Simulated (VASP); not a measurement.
# CoO (R-3m) in VASP: single point with PBE

Aim: the single point of CoO with PBE.

All numbers are computed with VASP 6.6.1; they aren't measurements. Logs are shortened: lines on timing, memory, paths and dates and some standing lists are left out, and cuts for length are marked.

### Step 1. The cell of the first run

The structure is trigonal, space group R-3m (No. 166). The conventional cell has a = 3.011 Å, b = 3.011 Å, c = 7.320 Å, α = 90.00°, β = 90.00°, γ = 120.00°. Within 2.8 Å of Co (site symmetry -3m) lie 6 O at 2.12 Å. O (site symmetry -3m) has 6 Co at 2.12 Å within 2.8 Å.

### Step 2. Single point, PBE, collinear spin, ferromagnetic start

INCAR

```
SYSTEM = CoO
PREC     = Accurate       ! precision mode
ENCUT    = 520            ! plane-wave cutoff, eV
EDIFF    = 1E-7           ! SCF threshold, eV
ISMEAR   = 0              ! smearing method
SIGMA    = 0.15           ! smearing width, eV
LREAL    = .False.        ! projectors in reciprocal space
LASPH    = .True.         ! aspherical terms in the spheres
NELM     = 150            ! most SCF steps
ALGO     = Normal         ! electronic algorithm
ISIF     = 2              ! what is computed and relaxed
LWAVE    = .False.        ! write WAVECAR
LCHARG   = .False.        ! write CHGCAR
ISPIN    = 2              ! spin polarisation
MAGMOM   = 2.62 0.29      ! initial moments
LORBIT   = 11             ! projections on sites
LMAXMIX  = 4              ! l up to which the mixer works
GGA      = PE             ! functional
NBANDS   = 18             ! bands
```

KPOINTS

```
regular mesh
0
Gamma
  18 18 18
  0 0 0
```

POSCAR

```
CoO
1.0
    1.5054695445      0.8691832468      2.4399269062
   -1.5054695445      0.8691832468      2.4399269062
    0.0000000000     -1.7383664936      2.4399269062
Co O
1 1
Direct
    0.0000000000      0.0000000000      0.0000000000
    0.5000000000      0.5000000000      0.5000000000
```

Potentials or basis: VASP PAW PBE potentials, release 64 (Co, O).

The run is started by

```
$ cat potpaw_PBE.64/Co/POTCAR potpaw_PBE.64/O/POTCAR > POTCAR
$ mpirun -np 1 vasp_std > vasp.out
```

OUTCAR:

```text
SYSTEM = CoO
   PREC = Accurate
   ENCUT = 520
   EDIFF = 1E-7
   ISMEAR = 0
   LREAL = .False.
   LASPH = .True.
   NELM = 150
   ISIF = 2
   ISPIN = 2
   LORBIT = 11
   GGA = PE

 ion  position               nearest neighbor table
   1  0.000  0.000  0.000-   2 2.12   2 2.12   2 2.12   2 2.12   2 2.12   2 2.12
   2  0.500  0.500  0.500-   1 2.12   1 2.12   1 2.12   1 2.12   1 2.12   1 2.12

  LATTYP: Found a trigonal (rhomboedric) cell.
 ALAT       =     2.9958573687
 COS(alpha) =     0.4949531368

  Lattice vectors:

 A1 = (   1.5054695445,   0.8691832468,   2.4399269062)
 A2 = (  -1.5054695445,   0.8691832468,   2.4399269062)
 A3 = (   0.0000000000,  -1.7383664936,   2.4399269062)

Analysis of symmetry for initial positions (statically):
=====================================================================
 Subroutine PRICEL returns:
 Original cell was already a primitive cell.

 Routine SETGRP: Setting up the symmetry group for a
 trigonal (rhombohedral) supercell.

 Subroutine GETGRP returns: Found 12 space group operations
 (whereof 12 operations were pure point group operations)
 out of a pool of 12 trial point group operations.

The static configuration has the point symmetry D_3d.

Analysis of symmetry for dynamics (positions and initial velocities):
=====================================================================
 Subroutine PRICEL returns:
 Original cell was already a primitive cell.

 Routine SETGRP: Setting up the symmetry group for a
 trigonal (rhombohedral) supercell.

 Subroutine GETGRP returns: Found 12 space group operations
 (whereof 12 operations were pure point group operations)
 out of a pool of 12 trial point group operations.

The dynamic configuration has the point symmetry D_3d.

Analysis of structural, dynamic, and magnetic symmetry:
=====================================================================
 Subroutine PRICEL returns:
 Original cell was already a primitive cell.

 Routine SETGRP: Setting up the symmetry group for a
 trigonal (rhombohedral) supercell.

 Subroutine GETGRP returns: Found 12 space group operations
 (whereof 12 operations were pure point group operations)
 out of a pool of 12 trial point group operations.

The overall configuration has the point symmetry D_3d.

 Subroutine INISYM returns: Found 12 space group operations
 (whereof 12 operations are pure point group operations),
 and found     1 'primitive' translations

----------------------------------------------------------------------------------------

                                     Primitive cell

  volume of cell :      19.1563

  direct lattice vectors                    reciprocal lattice vectors
     1.505469544  0.869183247  2.439926906     0.332122295  0.191750896  0.136616114
    -1.505469544  0.869183247  2.439926906    -0.332122295  0.191750896  0.136616114
     0.000000000 -1.738366494  2.439926906     0.000000000 -0.383501793  0.136616114

  length of vectors
     2.995857369  2.995857369  2.995857369     0.407108816  0.407108816  0.407108816

  position of ions in fractional coordinates (direct lattice)
     0.000000000  0.000000000  0.000000000
     0.500000000  0.500000000  0.500000000

  ion indices of the primitive-cell ions
   primitive index   ion index
                 1           1
                 2           2

----------------------------------------------------------------------------------------

 KPOINTS: regular mesh

Automatic generation of k-mesh.
 Grid dimensions read from file:
 generate k-points for:   18   18   18

 Generating k-lattice:

  Cartesian coordinates                     Fractional coordinates (reciprocal lattice)
     0.018451239  0.010652828  0.007589784     0.055555556  0.000000000  0.000000000
    -0.018451239  0.010652828  0.007589784     0.000000000  0.055555556  0.000000000
     0.000000000 -0.021305655  0.007589784     0.000000000  0.000000000  0.055555556

  Length of vectors
     0.022617156  0.022617156  0.022617156

  Shift w.r.t. Gamma in fractional coordinates (k-lattice)
     0.000000000  0.000000000  0.000000000

 Subroutine IBZKPT returns following result:
 ===========================================

 Found    580 irreducible k-points:

 Following reciprocal coordinates:
            Coordinates               Weight
  0.000000  0.000000  0.000000      1.000000
  0.055556  0.000000 -0.000000      6.000000
  0.111111  0.000000 -0.000000      6.000000
  0.166667  0.000000 -0.000000      6.000000
  0.222222  0.000000  0.000000      6.000000
  0.277778  0.000000  0.000000      6.000000
[... 16 lines left out ...]
 -0.277778  0.055556 -0.000000     12.000000
 -0.222222  0.055556 -0.000000     12.000000
 [... further k-points ...]
   k-points           NKPTS =    580   k-points in BZ     NKDIM =    580   number of bands    NBANDS=     18
   number of dos      NEDOS =    301   number of ions     NIONS =      2
   total plane-waves  NPLWV =  13824
   dimension x,y,z NGX =    24 NGY =   24 NGZ =   24
   dimension x,y,z NGXF=    48 NGYF=   48 NGZF=   48
   ions per type =               1   1
   NGX,Y,Z   is equivalent  to a cutoff of  13.32, 13.32, 13.32 a.u.
   NGXF,Y,Z  is equivalent  to a cutoff of  26.64, 26.64, 26.64 a.u.
 SYSTEM =  CoO
   PREC   = accura    normal or accurate (medium, high low for compatibility)
   ISTART =      0    job   : 0-new  1-cont  2-samecut
   ICHARG =      2    charge: 1-file 2-atom 10-const
   ISPIN  =      2    spin polarized calculation?
   LNONCOLLINEAR =      F non collinear calculations
   LSORBIT =      F    spin-orbit coupling
   LASPH  =      T    aspherical Exc in radial PAW
   ENCUT  =  520.0 eV  38.22 Ry    6.18 a.u.   5.57  5.57  5.57*2*pi/ulx,y,z
   NELM   =    150;   NELMIN=  2; NELMDL= -5     # of ELM steps
   EDIFF  = 0.1E-06   stopping-criterion for ELM
   LREAL  =      F    real-space projection
   EDIFFG = 0.1E-05   stopping-criterion for IOM
   NSW    =      0    number of steps for IOM
   IBRION =     -1    ionic relax: 0-MD 1-quasi-New 2-CG
   NFREE  =      0    steps in history (QN), initial steepest desc. (CG)
   ISIF   =      2    stress and relaxation
   ISYM   =      2    0-nonsym 1-usesym 2-fastsym
   POTIM  = 0.5000    time-step for ionic-motion
   TEBEG  =    0.0;   TEEND  =   0.0 temperature during run
   PSTRESS=    0.0 pullay stress
   NELECT =      15.0000    total number of electrons
   NUPDOWN=      -1.0000    fix difference up-down
   EMIN   =  10.00;   EMAX   =-10.00  energy-range for DOS
   EFERMI =   0.00;   METHOD = LEGACY
   ISMEAR =     0;   SIGMA  =   0.15  broadening in eV -4-tet -1-fermi 0-gaus
   EFERMI_NEDOS =   21; number of points for ismear=-14 and -15
   IALGO  =     38    algorithm
   IMIX   =      4    mixing-type and parameters
     AMIX     =   0.40;   BMIX     =  1.00
     AMIX_MAG =   1.60;   BMIX_MAG =  1.00
  volume/ion in A,a.u.               =       9.58        64.64
  Fermi-wavevector in a.u.,A,eV,Ry     =   1.508927  2.851458 30.978555  2.276860
  Thomas-Fermi vector in A             =   2.619316
   LORBIT       =     11    0 simple, 1 ext, 2 COOP (PROOUT), +10 PAW based schemes
   GGA     = PE    functional components
   LHFCALC =     F    Hartree Fock is set to
   AEXX    =    0.0000 exact exchange contribution
   IVDW    =     0    specifies the selected vdW correction
   LEPSILON=     F    determine dielectric tensor
   LRPA    =     F    only Hartree local field effects (RPA)
 spin polarized calculation
 Gauss-broadening in eV      SIGMA  =   0.15
  energy-cutoff  :      520.00
  volume of cell :       19.16
 maximum number of plane-waves:       534
   NGX = 11   NGY = 11   NGZ = 11

 number of electron      15.0000005 magnetization       2.8583571

 Free energy of the ion-electron system (eV)
  ---------------------------------------------------
  ext. energy  EPLUGINS =         0.00000000
  ---------------------------------------------------
  free energy    TOTEN  =       -13.07041435 eV

  energy without entropy =      -13.02087724  energy(sigma->0) =      -13.04564580

 E-fermi :   8.0229     XC(G=0): -12.4584

 val. band max:        8.0221811768   @ k =   0.3889   0.1111   0.0000
 cond. band min:       8.0247879317   @ k =  -0.3889  -0.4444   0.2222
 fundamental gap:      0.0026067549
 Fermi energy:         8.0229225289

 spin component 1

 k-point     1 :       0.0000    0.0000    0.0000
  band No.  band energies     occupation
      1     -12.2400      1.00000
      2       4.7848      1.00000
      3       4.7848      1.00000
      4       4.8610      1.00000
      5       4.8610      1.00000
      6       4.9092      1.00000
[... 10 lines left out ...]
     17      29.7517      0.00000
     18      33.0800      0.00000
[... 463 lines left out ...]
 k-point    24 :      -0.2222    0.0556   -0.0000
  band No.  band energies     occupation
      1     -11.6814      1.00000
      2       1.8216      1.00000
      3       2.7410      1.00000
      4       3.0125      1.00000
      5       5.2766      1.00000
      6       5.3014      1.00000
[... 10 lines left out ...]
     17      35.1484      0.00000
     18      37.0698      0.00000

 [... further k-points ...]

 spin component 2

 k-point     1 :       0.0000    0.0000    0.0000
  band No.  band energies     occupation
      1     -11.7593      1.00000
      2       5.3951      1.00000
      3       5.3951      1.00000
      4       5.4487      1.00000
      5       6.9039      1.00000
      6       6.9039      1.00000
[... 10 lines left out ...]
     17      30.7043      0.00000
     18      33.8942      0.00000
[... 463 lines left out ...]
 k-point    24 :      -0.2222    0.0556   -0.0000
  band No.  band energies     occupation
      1     -11.1857      1.00000
      2       2.4655      1.00000
      3       4.1082      1.00000
      4       4.1844      1.00000
      5       7.3096      1.00000
      6       7.4420      1.00000
[... 10 lines left out ...]
     17      35.6029      0.00000
     18      37.8238      0.00000

 [... further k-points ...]

------------------------ aborting loop because EDIFF is reached ----------------------------------------

  FORCE on cell =-STRESS in cart. coord.  units (eV):
  Direction    XX          YY          ZZ          XY          YZ          ZX
  --------------------------------------------------------------------------------------
  -------------------------------------------------------------------------------------
  Total       -0.0620100     -0.0620100     -0.1009797      0.0000000      0.0000000      0.0000000
  in kB       -5.1863359     -5.1863359     -8.4456559      0.0000000      0.0000000      0.0000000
  external PRESSURE =      -6.2727759 kB  Pullay stress =       0.0000000 kB

 VOLUME and BASIS-vectors are now :
 -----------------------------------------------------------------------------
  energy-cutoff  :      520.00
  volume of cell :       19.16
      direct lattice vectors                 reciprocal lattice vectors
     1.505469544  0.869183247  2.439926906     0.332122295  0.191750896  0.136616114
    -1.505469544  0.869183247  2.439926906    -0.332122295  0.191750896  0.136616114
     0.000000000 -1.738366494  2.439926906     0.000000000 -0.383501793  0.136616114

 POSITION                                       TOTAL-FORCE (eV/Angst)
 -----------------------------------------------------------------------------------
      0.00000      0.00000      0.00000        -0.000000     -0.000000      0.000000
      0.00000      0.00000      3.65989         0.000000      0.000000     -0.000000
 -----------------------------------------------------------------------------------
    total drift:                               -0.000000      0.000000     -0.000000

  FREE ENERGIE OF THE ION-ELECTRON SYSTEM (eV)
  ---------------------------------------------------
  free  energy   TOTEN  =       -13.0704143473 eV

  energy  without entropy=      -13.0208772429  energy(sigma->0) =      -13.04564580

 total charge

# of ion       s       p       d       tot
------------------------------------------
    1        0.296   0.361   7.152   7.810
    2        1.556   3.426   0.000   4.983
--------------------------------------------------
tot          1.852   3.788   7.152  12.792

 magnetization (x)

# of ion       s       p       d       tot
------------------------------------------
    1        0.021   0.018   2.486   2.525
    2        0.029   0.256   0.000   0.284
--------------------------------------------------
tot          0.049   0.273   2.486   2.809
```

It took 5.3 min on 1 thread of Intel Xeon 6975P-C, shared host; peak memory 0.41 GiB.

What came out:

```yaml
Free_energy: -13.0704 eV
Pressure: -0.6 GPa
Net_moment: 2.86 μB per cell
Site_moments: Co +2.52; O +0.28 μB
Valence_electrons_inside_the_program's_atomic_spheres: Co 7.81; O 4.98
```

Caveat: a cell with one magnetic atom can't hold antiferromagnetic order, which such compounds often take; semilocal functionals often make such compounds metallic where correlation or magnetic order opens a gap, which also shifts bond lengths.
